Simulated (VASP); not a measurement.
# AgPtC2N2 (P-1) in VASP: single point with PBE

Aim: the single point of AgPtC2N2 with PBE.

All numbers are computed with VASP 6.6.1; they aren't measurements. Logs are shortened: lines on timing, memory, paths and dates and some standing lists are left out, and cuts for length are marked.

## (1) The cell of the first run

The typed cell holds 6 atoms: a = 4.461 Å, b = 4.727 Å, c = 7.760 Å, α = 99.45°, β = 93.10°, γ = 103.87°.

## (2) Single point, PBE, collinear spin

File INCAR:

```
PREC = Accurate
ENCUT = 600
EDIFF = 1E-6
ISMEAR = 0
SIGMA = 0.1
LREAL = False
LASPH = True
NELM = 200
ALGO = Normal
ISIF = 2
LWAVE = False
LCHARG = False
ISPIN = 2
MAGMOM = 1 1 0 0 0 0
LORBIT = 11
LMAXMIX = 4
GGA = PE
NBANDS = 32
GGA_COMPAT = False
```

File KPOINTS:

```
regular mesh
0
Gamma
  4 4 2
```

File POSCAR:

```
AgPtC2N2
1.0
    4.4614688200      0.0000000000      0.0000000000
   -1.1334892900      4.5890140600      0.0000000000
   -0.4193888600     -1.4153896200      7.6186329200
Ag Pt C N
1 1 2 2
Direct
    0.0000000000      0.0000000000      0.0000000000
    0.5000000000      0.5000000000      0.5000000000
    0.1944417700      0.1944417700      0.8055582300
    0.8055582300      0.8055582300      0.1944417700
    0.3069525900      0.3069525900      0.6930474100
    0.6930474100      0.6930474100      0.3069525900
```

Potentials or basis: VASP PAW PBE potentials, release 64 (Ag, Pt, C, N).

Run with:

```console
$ cat potpaw_PBE.64/Ag/POTCAR potpaw_PBE.64/Pt/POTCAR potpaw_PBE.64/C/POTCAR potpaw_PBE.64/N/POTCAR > POTCAR
$ mpirun -np 1 vasp_std > vasp.out
```

OUTCAR:

```text
PREC = Accurate
   ENCUT = 600
   EDIFF = 1E-6
   ISMEAR = 0
   LREAL = False
   LASPH = True
   NELM = 200
   ISIF = 2
   ISPIN = 2
   LORBIT = 11
   GGA = PE

 ion  position               nearest neighbor table
   1  0.000  0.000  0.000-   3 2.02   4 2.02
   2  0.500  0.500  0.500-   5 2.01   6 2.01
   3  0.194  0.194  0.806-   5 1.17   1 2.02
   4  0.806  0.806  0.194-   6 1.17   1 2.02
   5  0.307  0.307  0.693-   3 1.17   2 2.01
   6  0.693  0.693  0.307-   4 1.17   2 2.01

  LATTYP: Found a triclinic cell.
 ALAT       =    10.9946781755
 B/A-ratio  =     1.0350614159
 C/A-ratio  =     1.4133238321
 COS(alpha) =     0.0034570550
 COS(beta)  =     0.6930949449
 COS(gamma) =     0.7187597067

  Lattice vectors:

 A1 = (   5.1755692500,  -6.0044036800,   7.6186329200)
 A2 = (   6.7284474000,  -9.1780281200,   0.0000000000)
 A3 = (   2.4892018100,   1.7582348200,  15.2372658400)

Analysis of symmetry for initial positions (statically):
=====================================================================
 Subroutine PRICEL returns:
 Original cell was already a primitive cell.

 Routine SETGRP: Setting up the symmetry group for a
 triclinic supercell.

 Subroutine GETGRP returns: Found  2 space group operations
 (whereof  2 operations were pure point group operations)
 out of a pool of  2 trial point group operations.

The static configuration has the point symmetry S_2 .

Analysis of symmetry for dynamics (positions and initial velocities):
=====================================================================
 Subroutine PRICEL returns:
 Original cell was already a primitive cell.

 Routine SETGRP: Setting up the symmetry group for a
 triclinic supercell.

 Subroutine GETGRP returns: Found  2 space group operations
 (whereof  2 operations were pure point group operations)
 out of a pool of  2 trial point group operations.

The dynamic configuration has the point symmetry S_2 .

Analysis of structural, dynamic, and magnetic symmetry:
=====================================================================
 Subroutine PRICEL returns:
 Original cell was already a primitive cell.

 Routine SETGRP: Setting up the symmetry group for a
 triclinic supercell.

 Subroutine GETGRP returns: Found  2 space group operations
 (whereof  2 operations were pure point group operations)
 out of a pool of  2 trial point group operations.

The overall configuration has the point symmetry S_2 .

[... 131 lines left out ...]
   LRPA    =     F    only Hartree local field effects (RPA)
 spin polarized calculation
 Gauss-broadening in eV      SIGMA  =   0.10
  energy-cutoff  :      600.00
  volume of cell :      155.98
 maximum number of plane-waves:      5221
   NGX = 17   NGY = 19   NGZ = 31

 number of electron      38.9999997 magnetization       0.9999928

 Free energy of the ion-electron system (eV)
  ---------------------------------------------------
  ext. energy  EPLUGINS =         0.00000000
  ---------------------------------------------------
  free energy    TOTEN  =       -39.46604990 eV

  energy without entropy =      -39.44103828  energy(sigma->0) =      -39.45354409

 E-fermi :  -1.2680     XC(G=0):  -7.1903

 val. band max:       -1.2821698103   @ k =   0.0000   0.0000   0.0000
 cond. band min:      -1.2567578505   @ k =   0.0000   0.2500   0.0000
 fundamental gap:      0.0254119598
 Fermi energy:        -1.2679779101

 spin component 1

 k-point     1 :       0.0000    0.0000    0.0000
  band No.  band energies     occupation
      1     -18.4064      1.00000
      2     -18.2872      1.00000
      3      -9.6245      1.00000
      4      -7.4624      1.00000
      5      -7.3993      1.00000
      6      -5.3028      1.00000
[... 669 lines left out ...]
     30       7.3647      0.00000
     31       8.3445      0.00000
 Fermi energy:        -1.2679779101

 spin component 2

 k-point     1 :       0.0000    0.0000    0.0000
  band No.  band energies     occupation
      1     -18.3887      1.00000
      2     -18.2716      1.00000
      3      -9.5415      1.00000
      4      -7.4470      1.00000
      5      -7.3620      1.00000
      6      -5.2626      1.00000
[... 669 lines left out ...]
     30       7.4151      0.00000
     31       8.4095      0.00000
 [bands above 31 left out]

------------------------ aborting loop because EDIFF is reached ----------------------------------------

  FORCE on cell =-STRESS in cart. coord.  units (eV):
  Direction    XX          YY          ZZ          XY          YZ          ZX
  --------------------------------------------------------------------------------------
  -------------------------------------------------------------------------------------
  Total       -1.0674520     -1.7227837     -2.6688576     -0.9592402      1.7161641      1.0901697
  in kB      -10.9643941    -17.6956712    -27.4133236     -9.8528906     17.6276776     11.1977404
  external PRESSURE =     -18.6911296 kB  Pullay stress =       0.0000000 kB

 VOLUME and BASIS-vectors are now :
 -----------------------------------------------------------------------------
  energy-cutoff  :      600.00
  volume of cell :      155.98
      direct lattice vectors                 reciprocal lattice vectors
     4.461468820  0.000000000  0.000000000     0.224141430  0.055363071  0.022623840
    -1.133489290  4.589014060  0.000000000     0.000000000  0.217911732  0.040483641
    -0.419388860 -1.415389620  7.618632920     0.000000000  0.000000000  0.131257144

 POSITION                                       TOTAL-FORCE (eV/Angst)
 -----------------------------------------------------------------------------------
      0.00000      0.00000      0.00000        -0.000000      0.000000      0.000000
      1.45430      1.58681      3.80932        -0.000000     -0.000000      0.000000
      0.30926     -0.24788      6.13725        -0.010190     -0.027743      0.008482
      2.59933      3.42151      1.48138         0.010190      0.027743     -0.008482
      0.73088      0.42768      5.28007         0.504390      0.795571     -1.002676
      2.17772      2.74595      2.33856        -0.504390     -0.795571      1.002676
 -----------------------------------------------------------------------------------
    total drift:                                0.000000      0.000000      0.000000

  FREE ENERGIE OF THE ION-ELECTRON SYSTEM (eV)
  ---------------------------------------------------
  free  energy   TOTEN  =       -39.4660499046 eV

  energy  without entropy=      -39.4410382769  energy(sigma->0) =      -39.45354409

 total charge

# of ion       s       p       d       tot
------------------------------------------
    1        0.488   0.300   9.160   9.948
    2        0.551   0.333   8.101   8.985
    3        0.946   1.623   0.000   2.569
    4        0.946   1.623   0.000   2.569
    5        1.281   2.598   0.000   3.879
    6        1.281   2.598   0.000   3.879
--------------------------------------------------
tot          5.493   9.074  17.261  31.829

 magnetization (x)

# of ion       s       p       d       tot
------------------------------------------
    1        0.007   0.000   0.015   0.022
    2        0.197   0.003   0.585   0.785
    3        0.001   0.003   0.000   0.004
    4        0.001   0.003   0.000   0.004
    5       -0.000   0.006   0.000   0.005
    6       -0.000   0.006   0.000   0.005
--------------------------------------------------
tot          0.204   0.020   0.600   0.824
```

stdout:

```text
POSCAR found type information on POSCAR AgPtC N
 POSCAR found :  4 types and       6 ions
 scaLAPACK will be used
 LDA part: xc-table for (Slater+PW92), standard interpolation
 POSCAR, INCAR and KPOINTS ok, starting setup
 FFT: planning ... GRIDC
 FFT: planning ... GRID_SOFT
 FFT: planning ... GRID
 WAVECAR not read
 entering main loop
```

Wall time 2.9 min (1 thread of Intel Xeon Platinum 8488C (Sapphire Rapids), shared host); peak memory 0.49 GiB.

Results:

```yaml
Free_energy: -39.4660 eV
Pressure: -1.9 GPa
Largest_force: 1.376 eV/Å
Band_gap_on_the_k_mesh: zero (filled and empty bands overlap)
Net_moment: 1.00 μB per cell
Site_moments: Ag +0.02; Pt +0.79; C +0.00; N +0.01 μB
Valence_electrons_inside_the_program's_atomic_spheres: Ag 9.95; Pt 8.98; C 2.57; N 3.88
```

Forces in eV/Å, atoms in the order of the input:
```
Ag   0.000  0.000  0.000
Pt   0.000  0.000  0.000
C   -0.010 -0.028  0.008
C    0.010  0.028 -0.008
N    0.504  0.796 -1.003
N   -0.504 -0.796  1.003
```

Caveat: the k points lie up to 0.41 Å⁻¹ apart; spin-orbit coupling is left out, which moves the levels of the heavy elements; forces of over 1 eV/Å act on the atoms, so gaps and moduli don't describe the material at rest.

The gap in the log of VASP goes by the Fermi energy; the results here count the filled bands.